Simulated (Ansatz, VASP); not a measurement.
One calculation of LuH2, two programs

Contents of INCAR:

```
SYSTEM = LuH2
PREC = Accurate ; ENCUT = 600
EDIFF = 1E-6 ; ISMEAR = -1
SIGMA = 0.02 ; LREAL = .False.
LASPH = .True. ; NELM = 120
ALGO = Normal ; ISIF = 2
LWAVE = .False. ; LCHARG = .False.
GGA = CA ; NBANDS = 20
GGA_COMPAT = .False.
```

KPOINTS

```
Automatic mesh
0
Gamma
  8 8 8
  0 0 0
```

Contents of POSCAR:

```
LuH2
1.0
    0.0000000000      2.4651284426      2.4651284426
    2.4651284426      0.0000000000      2.4651284426
    2.4651284426      2.4651284426      0.0000000000
Lu H
1 2
Direct
    0.0000000000      0.0000000000      0.0000000000
    0.2500000000      0.2500000000      0.2500000000
    0.7500000000      0.7500000000      0.7500000000
```

Input for Ansatz:

```yaml
crystal:
  lattice:
    - [0.0, 2.4651284426, 2.4651284426]
    - [2.4651284426, 0.0, 2.4651284426]
    - [2.4651284426, 2.4651284426, 0.0]
  atoms:
    - { symbol: Lu, position: [0.0, 0.0, 0.0] }
    - { symbol: H, position: [0.25, 0.25, 0.25] }
    - { symbol: H, position: [0.75, 0.75, 0.75] }
kpoints:
  mp_grid: { grid: [8, 8, 8] }
  band_path:
    path:
      - [0.0, 0.0, 0.0]
      - [0.5, 0.0, 0.5]
      - [0.625, 0.25, 0.625]
      - [0.375, 0.375, 0.75]
      - [0.0, 0.0, 0.0]
      - [0.5, 0.5, 0.5]
      - [0.5, 0.25, 0.75]
      - [0.5, 0.0, 0.5]
    npoints: 5
scf:
  occupations: { method: fermi_dirac, width: 0.02 }
hamiltonian:
  xc: lda
  pseudopotentials: { kind: all_electron, lapw: { basis_error: 0.001 } }
output:
  forces: true
  stress: true
  eigenvalues: true
```

Change from the starting cell: volume scaled by 0.94.

Alike in both runs: task single point; functional LDA; k mesh 8 × 8 × 8; occupations fermi-dirac, width 0.02 eV; no spin polarisation.

|  | VASP | Ansatz |
| --- | --- | --- |
| version | VASP 6.6.1 | Ansatz 0.2.0 |
| potentials or method | VASP PAW PBE potentials, release 64 (Lu, H), cutoff 600 eV | all-electron LAPW, scalar-relativistic |

|  | VASP | Ansatz | Ansatz less VASP |
| --- | --- | --- | --- |
| pressure (GPa) | -0.5 | -1.3 | -0.81 |

VASP's potentials were made for PBE, not for LDA. LDA's correlation is that of Perdew and Zunger in VASP and of Perdew and Wang (1992) in Ansatz. Ansatz ran all-electron here, and VASP with PAW potentials.

Neither program's run includes spin-orbit coupling.
